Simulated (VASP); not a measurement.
# Ca (I4/mmm) in VASP: a series of runs

Runs on Ca. Level: PBEsol. Tasks: single point.

Program: VASP 6.6.1. These are calculated values, not measurements. Logs are shortened: lines on timing, memory, paths and dates and some standing lists are left out, and cuts for length are marked.

**1. The cell of the first run**

The structure is tetragonal, space group I4/mmm (No. 139). The conventional cell has a = 4.105 Å, b = 4.105 Å, c = 5.336 Å, α = 90.00°, β = 90.00°, γ = 90.00°. Ca (site symmetry 4/mmm) has 12 Ca at 3.94 to 4.10 Å within 5.2 Å.

**2. Single point, PBEsol**

The input, INCAR:

```
  PREC = Accurate
  ENCUT = 520
  EDIFF = 1E-6
  ISMEAR = 0
  SIGMA = 0.15
  LREAL = F
  LASPH = T
  NELM = 80
  ALGO = Fast
  ISIF = 2
  LWAVE = F
  LCHARG = F
  GGA = PS
  NBANDS = 11
```

The input, KPOINTS:

```
Automatic mesh
0
Gamma
  16 16 16
```

The input, POSCAR:

```
Ca
1.0
   -2.0524231326      2.0524231326      2.6681500724
    2.0524231326     -2.0524231326      2.6681500724
    2.0524231326      2.0524231326     -2.6681500724
Ca
1
Direct
    0.0000000000      0.0000000000      0.0000000000
```

Potentials or basis: VASP PAW PBE potentials, release 64 (Ca_sv).

On the command line:

```sh
$ cat potpaw_PBE.64/Ca_sv/POTCAR > POTCAR
$ mpirun -np 1 vasp_std > vasp.out
```

OUTCAR:

```text
PREC = Accurate
   ENCUT = 520
   EDIFF = 1E-6
   ISMEAR = 0
   LREAL = F
   LASPH = T
   NELM = 80
   ISIF = 2
   GGA = PS

 ion  position               nearest neighbor table
   1  0.000  0.000  0.000-

  LATTYP: Found a body centered tetragonal cell.
 ALAT       =     4.1048462652
 C/A-ratio  =     1.3000000000

  Lattice vectors:

 A1 = (  -2.0524231326,   2.0524231326,   2.6681500724)
 A2 = (   2.0524231326,  -2.0524231326,   2.6681500724)
 A3 = (   2.0524231326,   2.0524231326,  -2.6681500724)

Analysis of symmetry for initial positions (statically):
=====================================================================
 Subroutine PRICEL returns:
 Original cell was already a primitive cell.

 Routine SETGRP: Setting up the symmetry group for a
 body centered tetragonal supercell.

 Subroutine GETGRP returns: Found 16 space group operations
 (whereof 16 operations were pure point group operations)
 out of a pool of 16 trial point group operations.

The static configuration has the point symmetry D_4h.

Analysis of symmetry for dynamics (positions and initial velocities):
=====================================================================
 Subroutine PRICEL returns:
 Original cell was already a primitive cell.

 Routine SETGRP: Setting up the symmetry group for a
 body centered tetragonal supercell.

 Subroutine GETGRP returns: Found 16 space group operations
 (whereof 16 operations were pure point group operations)
 out of a pool of 16 trial point group operations.

The dynamic configuration has the point symmetry D_4h.

 Subroutine INISYM returns: Found 16 space group operations
 (whereof 16 operations are pure point group operations),
 and found     1 'primitive' translations

----------------------------------------------------------------------------------------

                                     Primitive cell

  volume of cell :      44.9577

  direct lattice vectors                    reciprocal lattice vectors
    -2.052423133  2.052423133  2.668150072     0.000000000  0.243614483  0.187395756
     2.052423133 -2.052423133  2.668150072     0.243614483  0.000000000  0.187395756
     2.052423133  2.052423133 -2.668150072     0.243614483  0.243614483  0.000000000

  length of vectors
     3.942576092  3.942576092  3.942576092     0.307351892  0.307351892  0.344522906

  position of ions in fractional coordinates (direct lattice)
     0.000000000  0.000000000  0.000000000

  ion indices of the primitive-cell ions
   primitive index   ion index
                 1           1

----------------------------------------------------------------------------------------

 KPOINTS: Automatic mesh

Automatic generation of k-mesh.
 Grid dimensions read from file:
 generate k-points for:   16   16   16

 Generating k-lattice:

  Cartesian coordinates                     Fractional coordinates (reciprocal lattice)
     0.000000000  0.015225905  0.011712235     0.062500000  0.000000000 -0.000000000
     0.015225905  0.000000000  0.011712235     0.000000000  0.062500000 -0.000000000
     0.015225905  0.015225905  0.000000000     0.000000000  0.000000000  0.062500000

  Length of vectors
     0.019209493  0.019209493  0.021532682

  Shift w.r.t. Gamma in fractional coordinates (k-lattice)
     0.000000000  0.000000000  0.000000000

 Subroutine IBZKPT returns following result:
 ===========================================

 Found    349 irreducible k-points:

 Following reciprocal coordinates:
            Coordinates               Weight
  0.000000  0.000000  0.000000      1.000000
  0.062500  0.000000 -0.000000      8.000000
  0.125000  0.000000 -0.000000      8.000000
  0.187500  0.000000 -0.000000      8.000000
  0.250000  0.000000 -0.000000      8.000000
  0.312500  0.000000 -0.000000      8.000000
[... 16 lines left out ...]
 -0.125000  0.062500  0.000000     16.000000
 -0.062500  0.062500  0.000000      4.000000
 [... further k-points ...]
   k-points           NKPTS =    349   k-points in BZ     NKDIM =    349   number of bands    NBANDS=     11
   number of dos      NEDOS =    301   number of ions     NIONS =      1
   total plane-waves  NPLWV =  27000
   dimension x,y,z NGX =    30 NGY =   30 NGZ =   30
   dimension x,y,z NGXF=    60 NGYF=   60 NGZF=   60
   ions per type =               1
   NGX,Y,Z   is equivalent  to a cutoff of  12.65, 12.65, 12.65 a.u.
   NGXF,Y,Z  is equivalent  to a cutoff of  25.30, 25.30, 25.30 a.u.
 SYSTEM =  unknown system
   PREC   = accura    normal or accurate (medium, high low for compatibility)
   ISTART =      0    job   : 0-new  1-cont  2-samecut
   ICHARG =      2    charge: 1-file 2-atom 10-const
   ISPIN  =      1    spin polarized calculation?
   LNONCOLLINEAR =      F non collinear calculations
   LSORBIT =      F    spin-orbit coupling
   LASPH  =      T    aspherical Exc in radial PAW
   ENCUT  =  520.0 eV  38.22 Ry    6.18 a.u.   7.33  7.33  7.33*2*pi/ulx,y,z
   NELM   =     80;   NELMIN=  2; NELMDL= -5     # of ELM steps
   EDIFF  = 0.1E-05   stopping-criterion for ELM
   LREAL  =      F    real-space projection
   EDIFFG = 0.1E-04   stopping-criterion for IOM
   NSW    =      0    number of steps for IOM
   IBRION =     -1    ionic relax: 0-MD 1-quasi-New 2-CG
   NFREE  =      0    steps in history (QN), initial steepest desc. (CG)
   ISIF   =      2    stress and relaxation
   ISYM   =      2    0-nonsym 1-usesym 2-fastsym
   POTIM  = 0.5000    time-step for ionic-motion
   TEBEG  =    0.0;   TEEND  =   0.0 temperature during run
   PSTRESS=    0.0 pullay stress
   NELECT =      10.0000    total number of electrons
   NUPDOWN=      -1.0000    fix difference up-down
   EMIN   =  10.00;   EMAX   =-10.00  energy-range for DOS
   EFERMI =   0.00;   METHOD = LEGACY
   ISMEAR =     0;   SIGMA  =   0.15  broadening in eV -4-tet -1-fermi 0-gaus
   EFERMI_NEDOS =   21; number of points for ismear=-14 and -15
   IALGO  =     68    algorithm
   IMIX   =      4    mixing-type and parameters
     AMIX     =   0.40;   BMIX     =  1.00
     AMIX_MAG =   1.60;   BMIX_MAG =  1.00
  volume/ion in A,a.u.               =      44.96       303.39
  Fermi-wavevector in a.u.,A,eV,Ry     =   0.991913  1.874443 13.386649  0.983891
  Thomas-Fermi vector in A             =   2.123688
   LORBIT       =      0    0 simple, 1 ext, 2 COOP (PROOUT), +10 PAW based schemes
   GGA     = PS    functional components
   LHFCALC =     F    Hartree Fock is set to
   AEXX    =    0.0000 exact exchange contribution
   IVDW    =     0    specifies the selected vdW correction
   LEPSILON=     F    determine dielectric tensor
   LRPA    =     F    only Hartree local field effects (RPA)
 non-spin polarized calculation
 RMM-DIIS sequential band-by-band and
 Gauss-broadening in eV      SIGMA  =   0.15
  energy-cutoff  :      520.00
  volume of cell :       44.96
 maximum number of plane-waves:      1230
 NGX is ok and might be reduce to    30
   NGX = 15   NGY = 15   NGZ = 15

 number of electron      10.0000000 magnetization

 Free energy of the ion-electron system (eV)
  ---------------------------------------------------
  ext. energy  EPLUGINS =         0.00000000
  ---------------------------------------------------
  free energy    TOTEN  =        -2.11612579 eV

  energy without entropy =       -2.10053990  energy(sigma->0) =       -2.10833285

 E-fermi :   1.6531     XC(G=0):  -7.6122

 val. band max:        1.6523609459   @ k =  -0.1875  -0.4375   0.0625
 cond. band min:       1.6559846628   @ k =  -0.3750   0.5000   0.1875
 fundamental gap:      0.0036237169
 Fermi energy:         1.6531084095

 k-point     1 :       0.0000    0.0000    0.0000
  band No.  band energies     occupation
      1     -40.3439      2.00000
      2     -21.3433      2.00000
      3     -21.3433      2.00000
      4     -21.3390      2.00000
      5      -2.2689      2.00000
      6       3.7973      0.00000
      7       3.7973      0.00000
      8       4.1329      0.00000
      9       4.6532      0.00000
     10       5.0662      0.00000
     11      10.5709      0.00000

 k-point     2 :       0.0625    0.0000   -0.0000
  band No.  band energies     occupation
      1     -40.3435      2.00000
      2     -21.3466      2.00000
      3     -21.3441      2.00000
      4     -21.3402      2.00000
      5      -2.2051      2.00000
      6       3.7627      0.00000
      7       3.8192      0.00000
      8       4.1238      0.00000
      9       4.6392      0.00000
     10       5.0402      0.00000
     11      10.6385      0.00000

 k-point     3 :       0.1250    0.0000   -0.0000
  band No.  band energies     occupation
      1     -40.3423      2.00000
      2     -21.3584      2.00000
      3     -21.3466      2.00000
      4     -21.3417      2.00000
      5      -2.0158      2.00000
      6       3.6204      0.00000
      7       3.8666      0.00000
      8       4.1403      0.00000
      9       4.6213      0.00000
     10       4.9789      0.00000
     11      10.5490      0.00000

 k-point     4 :       0.1875    0.0000   -0.0000
  band No.  band energies     occupation
      1     -40.3406      2.00000
      2     -21.3766      2.00000
      3     -21.3502      2.00000
      4     -21.3433      2.00000
      5      -1.7080      2.00000
      6       3.3630      0.00000
      7       3.8854      0.00000
      8       4.1895      0.00000
      9       4.6668      0.00000
     10       4.9302      0.00000
     11       9.6260      0.00000
[... 239 lines left out ...]
 k-point    22 :      -0.1875    0.0625    0.0000
  band No.  band energies     occupation
      1     -40.3411      2.00000
      2     -21.3708      2.00000
      3     -21.3491      2.00000
      4     -21.3447      2.00000
      5      -1.7824      2.00000
      6       3.4154      0.00000
      7       3.9197      0.00000
      8       4.2079      0.00000
      9       4.5256      0.00000
     10       5.0052      0.00000
     11      10.0360      0.00000

 k-point    23 :      -0.1250    0.0625    0.0000
  band No.  band energies     occupation
      1     -40.3425      2.00000
      2     -21.3555      2.00000
      3     -21.3460      2.00000
      4     -21.3427      2.00000
      5      -2.0461      2.00000
      6       3.6127      0.00000
      7       3.8903      0.00000
      8       4.1828      0.00000
      9       4.5375      0.00000
     10       5.0264      0.00000
     11      10.7660      0.00000

 k-point    24 :      -0.0625    0.0625    0.0000
  band No.  band energies     occupation
      1     -40.3434      2.00000
      2     -21.3474      2.00000
      3     -21.3443      2.00000
      4     -21.3407      2.00000
      5      -2.1887      2.00000
      6       3.7220      0.00000
      7       3.8387      0.00000
      8       4.1591      0.00000
      9       4.6006      0.00000
     10       5.0497      0.00000
     11      10.6748      0.00000

 [... further k-points ...]
[... 5 lines left out ...]
  --------------------------------------------------------------------------------------
  -------------------------------------------------------------------------------------
  Total       -0.4651332     -0.4651332     -0.3721425      0.0000000     -0.0000000      0.0000000
  in kB      -16.5761573    -16.5761573    -13.2622077      0.0000000     -0.0000000      0.0000000
  external PRESSURE =     -15.4715074 kB  Pullay stress =       0.0000000 kB

 VOLUME and BASIS-vectors are now :
 -----------------------------------------------------------------------------
  energy-cutoff  :      520.00
  volume of cell :       44.96
      direct lattice vectors                 reciprocal lattice vectors
    -2.052423133  2.052423133  2.668150072     0.000000000  0.243614483  0.187395756
     2.052423133 -2.052423133  2.668150072     0.243614483  0.000000000  0.187395756
     2.052423133  2.052423133 -2.668150072     0.243614483  0.243614483  0.000000000

 POSITION                                       TOTAL-FORCE (eV/Angst)
 -----------------------------------------------------------------------------------
      0.00000      0.00000      0.00000        -0.000000      0.000000     -0.000000
 -----------------------------------------------------------------------------------
    total drift:                               -0.000000     -0.000000      0.000000

  FREE ENERGIE OF THE ION-ELECTRON SYSTEM (eV)
  ---------------------------------------------------
  free  energy   TOTEN  =        -2.1161257854 eV

  energy  without entropy=       -2.1005399048  energy(sigma->0) =       -2.10833285
```

Run time: 96 s. Hardware: 1 thread of Intel Xeon 6975P-C (Granite Rapids), shared host; peak memory 0.29 GiB.

Results:

```yaml
Free_energy: -2.1161 eV
Pressure: -1.5 GPa
Band_gap_on_the_k_mesh: zero (band 5 reaches 1.91 eV, above the bottom of band 6 at 1.46 eV)
```

Caveat: the PAW data sets were made with another functional, which shifts forces and pressure a little.

**3. Single point, PBEsol**

The input, INCAR:

```
SYSTEM = Ca
PREC = Accurate
ENCUT = 520
EDIFF = 1E-7
ISMEAR = 0
SIGMA = 0.15
LREAL = .FALSE.
LASPH = .TRUE.
NELM = 60
ALGO = Fast
ISIF = 2
LWAVE = .FALSE.
LCHARG = .TRUE.
GGA = PS
LELF = .TRUE.
LVHAR = .TRUE.
NBANDS = 11
```

The input, KPOINTS:

```
regular mesh
0
G
  16 16 16
  0 0 0
```

The input, POSCAR:

```
Ca
1.0
   -2.3031315389      2.3031315389      2.1188810157
    2.3031315389     -2.3031315389      2.1188810157
    2.3031315389      2.3031315389     -2.1188810157
Ca
1
Direct
    0.0000000000      0.0000000000      0.0000000000
```

Potentials or basis: VASP PAW PBE potentials, release 64 (Ca_sv).

On the command line:

```sh
$ cat potpaw_PBE.64/Ca_sv/POTCAR > POTCAR
$ mpirun -np 1 vasp_std > vasp.out
```

Run time: 1.8 min. Hardware: 1 thread of Intel Xeon 6975P-C (Granite Rapids), shared host; peak memory 0.29 GiB.

It converged, with:

* Free energy: -2.1037 eV
* Pressure: -1.6 GPa
* Band gap on the k mesh: zero (band 5 reaches 2.01 eV, above the bottom of band 6 at 1.46 eV)

Stress tensor (GPa, compression positive):
```
-1.62  0.00  0.00
 0.00 -1.62  0.00
 0.00  0.00 -1.44
```

Levels at points of the mesh, in eV from the Fermi level:
```tsv
k point	band 1	band 2	band 3	band 4	band 5	band 6	band 7	band 8	band 9	band 10
(0.00, 0.00, 0.00)	-42.04	-23.04	-23.04	-23.04	-3.96	1.96	2.33	2.33	2.93	3.39
(0.50, 0.00, 0.00)	-42.03	-23.15	-23.08	-23.04	-0.81	0.03	1.16	3.11	3.61	4.14
(0.50, 0.50, 0.00)	-42.03	-23.15	-23.08	-23.03	-1.02	-0.24	1.61	2.80	3.32	4.10
(0.50, 0.50, 0.50)	-42.02	-23.12	-23.12	-23.11	0.03	0.17	3.24	3.24	3.90	3.90
```

Caveat: the PAW data sets were made with another functional, which shifts forces and pressure a little.

**4. Single point, PBEsol**

The input, INCAR:

```
  PREC = Accurate
  ENCUT = 520
  EDIFF = 1E-7
  ISMEAR = 0
  SIGMA = 0.15
  LREAL = False
  LASPH = True
  NELM = 80
  ALGO = Fast
  ISIF = 2
  LWAVE = False
  LCHARG = False
  GGA = PS
  NBANDS = 11
```

The input, KPOINTS:

```
Automatic mesh
0
Gamma
  16 16 16
```

The input, POSCAR:

```
Ca
1.0
   -2.1699536458      2.1699536458      2.3869490104
    2.1699536458     -2.1699536458      2.3869490104
    2.1699536458      2.1699536458     -2.3869490104
Ca
1
Direct
    0.0000000000      0.0000000000      0.0000000000
```

On the command line:

```sh
$ cat potpaw_PBE.64/Ca_sv/POTCAR > POTCAR
$ mpirun -np 1 vasp_std > vasp.out
```

Wall time 2 min (1 thread of Intel Xeon 6975P-C (Granite Rapids), shared host); peak memory 0.29 GiB.

It converged, with:

* Free energy: -2.1061 eV
* Pressure: -1.6 GPa
* Band gap on the k mesh: zero (band 5 reaches 1.97 eV, above the bottom of band 6 at 1.54 eV)

Stress tensor (GPa, compression positive):
```
-1.63  0.00  0.00
 0.00 -1.63  0.00
 0.00  0.00 -1.41
```

Levels at points of the mesh, in eV from the Fermi level:
```
           k point  band 2  band 3  band 4  band 5  band 6  band 7  band 8  band 9
(0.00, 0.00, 0.00)  -23.03  -23.03  -23.03   -3.96    2.10    2.10    2.47    2.93
(0.50, 0.00, 0.00)  -23.14  -23.07  -23.03   -0.94   -0.15    1.49    2.83    3.49
(0.50, 0.50, 0.00)  -23.14  -23.07  -23.04   -0.74    0.14    1.00    3.38    3.58
(0.50, 0.50, 0.50)  -23.12  -23.11  -23.11    0.00    0.22    2.73    3.87    3.97
```

Caveat: the PAW data sets were made with another functional, which shifts forces and pressure a little.

[end of part 1 of 2]
